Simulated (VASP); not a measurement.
# Te2Mo (P6_3/mmc) in VASP: a series of runs, part 2 of 2

VASP 6.6.1.

### Step 3. Single point, PBE

This run uses another cell than the first one, of 25.46 Å³/atom, 1.041 times its volume.

INCAR reads:

```
SYSTEM = Te2Mo
PREC = Accurate ; ENCUT = 520
EDIFF = 1E-6 ; ISMEAR = -1
SIGMA = 0.05 ; LREAL = .FALSE.
LASPH = .TRUE. ; NELM = 80
ALGO = Normal ; ISIF = 2
LWAVE = .FALSE. ; LCHARG = .FALSE.
GGA = PE ; NBANDS = 35
```

KPOINTS reads:

```
Automatic mesh
0
G
  9 9 2
  0 0 0
```

POSCAR reads:

```
Te2Mo
1.0
    3.5415000168      0.0000000000      0.0000000000
   -1.7707500084      3.0670289820      0.0000000000
    0.0000000000      0.0000000000     14.0661430943
Te Mo
4 2
Direct
    0.6666666667      0.3333333333      0.3790000000
    0.3333333333      0.6666666667      0.8790000000
    0.6666666667      0.3333333333      0.1210000000
    0.3333333333      0.6666666667      0.6210000000
    0.6666666667      0.3333333333      0.7500000000
    0.3333333333      0.6666666667      0.2500000000
```

Potentials or basis: VASP PAW PBE potentials, release 64 (Te, Mo_sv).

Launch:

```bash
$ cat potpaw_PBE.64/Te/POTCAR potpaw_PBE.64/Mo_sv/POTCAR > POTCAR
$ mpirun -np 1 vasp_std > vasp.out
```

OUTCAR:

```text
SYSTEM = Te2Mo
   PREC = Accurate
   ENCUT = 520
   EDIFF = 1E-6
   ISMEAR = -1
   LREAL = .FALSE.
   LASPH = .TRUE.
   NELM = 80
   ISIF = 2
   GGA = PE

 ion  position               nearest neighbor table
   1  0.667  0.333  0.379-   6 2.73   6 2.73   6 2.73   3 3.63
   2  0.333  0.667  0.879-   5 2.73   5 2.73   5 2.73   4 3.63
   3  0.667  0.333  0.121-   6 2.73   6 2.73   6 2.73   1 3.63
   4  0.333  0.667  0.621-   5 2.73   5 2.73   5 2.73   2 3.63
   5  0.667  0.333  0.750-   2 2.73   4 2.73   2 2.73   4 2.73   2 2.73   4 2.73
   6  0.333  0.667  0.250-   1 2.73   3 2.73   1 2.73   3 2.73   1 2.73   3 2.73

  LATTYP: Found a hexagonal cell.
 ALAT       =     3.5415000168
 C/A-ratio  =     3.9718037633

  Lattice vectors:

 A1 = (   3.5415000168,   0.0000000000,   0.0000000000)
 A2 = (  -1.7707500084,   3.0670289820,   0.0000000000)
 A3 = (   0.0000000000,   0.0000000000,  14.0661430943)

Analysis of symmetry for initial positions (statically):
[... 183 lines left out ...]

 val. band max:        7.8910769234   @ k =   0.0000   0.0000   0.0000
 cond. band min:       8.6779907102   @ k =   0.2222   0.2222   0.0000
 fundamental gap:      0.7869137868
 Fermi energy:         8.2608119312

 k-point     1 :       0.0000    0.0000    0.0000
  band No.  band energies     occupation
      1     -52.9416      2.00000
      2     -52.9416      2.00000
      3     -27.0931      2.00000
      4     -27.0931      2.00000
      5     -26.9819      2.00000
      6     -26.9819      2.00000
[... 901 lines left out ...]
     34      11.4363      0.00000
     35      12.8165      0.00000

------------------------ aborting loop because EDIFF is reached ----------------------------------------

  FORCE on cell =-STRESS in cart. coord.  units (eV):
  Direction    XX          YY          ZZ          XY          YZ          ZX
  --------------------------------------------------------------------------------------
  -------------------------------------------------------------------------------------
  Total        0.7597378      0.7597378      1.0165465      0.0000000     -0.0000000      0.0000000
  in kB        7.9669882      7.9669882     10.6600111      0.0000000     -0.0000000      0.0000000
  external PRESSURE =       8.8646625 kB  Pullay stress =       0.0000000 kB

 VOLUME and BASIS-vectors are now :
 -----------------------------------------------------------------------------
  energy-cutoff  :      520.00
  volume of cell :      152.78
      direct lattice vectors                 reciprocal lattice vectors
     3.541500017  0.000000000  0.000000000     0.282366228  0.163024218  0.000000000
    -1.770750008  3.067028982  0.000000000     0.000000000  0.326048435  0.000000000
     0.000000000  0.000000000 14.066143094     0.000000000  0.000000000  0.071092694

 POSITION                                       TOTAL-FORCE (eV/Angst)
 -----------------------------------------------------------------------------------
      1.77075      1.02234      5.33107        -0.000000      0.000000     -0.079313
     -0.00000      2.04469     12.36414        -0.000000      0.000000     -0.079313
      1.77075      1.02234      1.70200        -0.000000      0.000000      0.079313
     -0.00000      2.04469      8.73507        -0.000000      0.000000      0.079313
      1.77075      1.02234     10.54961         0.000000     -0.000000      0.000000
     -0.00000      2.04469      3.51654        -0.000000     -0.000000      0.000000
 -----------------------------------------------------------------------------------
    total drift:                               -0.000000      0.000000     -0.000000

  FREE ENERGIE OF THE ION-ELECTRON SYSTEM (eV)
  ---------------------------------------------------
  free  energy   TOTEN  =       -36.0229683832 eV

  energy  without entropy=      -36.0229427713  energy(sigma->0) =      -36.02295558
```

OSZICAR:

```text
N       E                     dE             d eps       ncg     rms          rms(c)
DAV:   1     0.392891239121E+03    0.39289E+03   -0.26945E+04  1920   0.133E+03
DAV:   2    -0.160213127392E+02   -0.40891E+03   -0.39631E+03  2088   0.316E+02
DAV:   3    -0.368290209169E+02   -0.20808E+02   -0.20254E+02  2074   0.621E+01
DAV:   4    -0.373145867073E+02   -0.48557E+00   -0.48358E+00  1999   0.928E+00
DAV:   5    -0.373264466218E+02   -0.11860E-01   -0.11857E-01  2082   0.151E+00    0.208E+01
DAV:   6    -0.365795736274E+02    0.74687E+00   -0.63168E+00  1838   0.136E+01    0.881E+00
DAV:   7    -0.364804812428E+02    0.99092E-01   -0.54184E+00  1772   0.112E+01    0.617E+00
DAV:   8    -0.360264659279E+02    0.45402E+00   -0.99492E-01  1774   0.543E+00    0.260E+00
DAV:   9    -0.360306182136E+02   -0.41523E-02   -0.22051E-01  1949   0.213E+00    0.107E+00
DAV:  10    -0.360227116840E+02    0.79065E-02   -0.34178E-02  1810   0.108E+00    0.372E-01
DAV:  11    -0.360230911300E+02   -0.37945E-03   -0.21224E-03  1912   0.219E-01    0.183E-01
DAV:  12    -0.360230281516E+02    0.62978E-04   -0.12074E-04  1980   0.554E-02    0.173E-01
DAV:  13    -0.360229702623E+02    0.57889E-04   -0.17517E-04  1823   0.707E-02    0.418E-02
DAV:  14    -0.360229684688E+02    0.17935E-05   -0.15283E-05  2006   0.171E-02    0.319E-02
DAV:  15    -0.360229683832E+02    0.85555E-07   -0.41983E-07   983   0.315E-03
   1 F= -.36022968E+02 E0= -.36022956E+02  d E =-.256119E-04
```

stdout:

```text
POSCAR found type information on POSCAR TeMo
 POSCAR found :  2 types and       6 ions
 scaLAPACK will be used
 LDA part: xc-table for (Slater+PW92), standard interpolation
 POSCAR, INCAR and KPOINTS ok, starting setup
 FFT: planning ... GRIDC
 FFT: planning ... GRID_SOFT
 FFT: planning ... GRID
 WAVECAR not read
 entering main loop
```

Run time: 1.8 min. Hardware: 1 thread of Intel Xeon Platinum 8488C (Sapphire Rapids), shared host; peak memory 0.33 GiB.

Results:

```
Free energy            : -36.0230 eV
Pressure               : 0.9 GPa
Largest force          : 0.079 eV/Å
Band gap on the k mesh : 0.79 eV, indirect (least direct gap 1.01 eV)
```

Forces in eV/Å, atoms in the order of the input:
```
Te   0.000  0.000 -0.079
Te   0.000  0.000 -0.079
Te   0.000  0.000  0.079
Te   0.000  0.000  0.079
Mo   0.000  0.000  0.000
Mo   0.000  0.000  0.000
```

Stress tensor (GPa, compression positive):
```
0.80 0.00 0.00
0.00 0.80 0.00
0.00 0.00 1.07
```

Caveat: spin-orbit coupling is left out, which moves the levels of the heavy elements; this functional lacks dispersion, which binds the layers, so the pressure and a relaxed spacing across them are unreliable.

### Step 4. How close it comes

Step 3. A measured gap of Te2Mo is 0.88 eV (indirect; 300 K; quoted in “Broadband infrared study of pressure-tunable Fano resonance and metallization transition in 2H-MoTe2”, 2022, pmc:9569381); the calculated 0.79 eV misses it by -0.09 eV. Spin-orbit coupling on Mo, Te is left out. The value is that of PBE on a finite k mesh, which can miss the band edges, without temperature or zero-point motion. Semilocal functionals fall short of measured gaps as a rule.
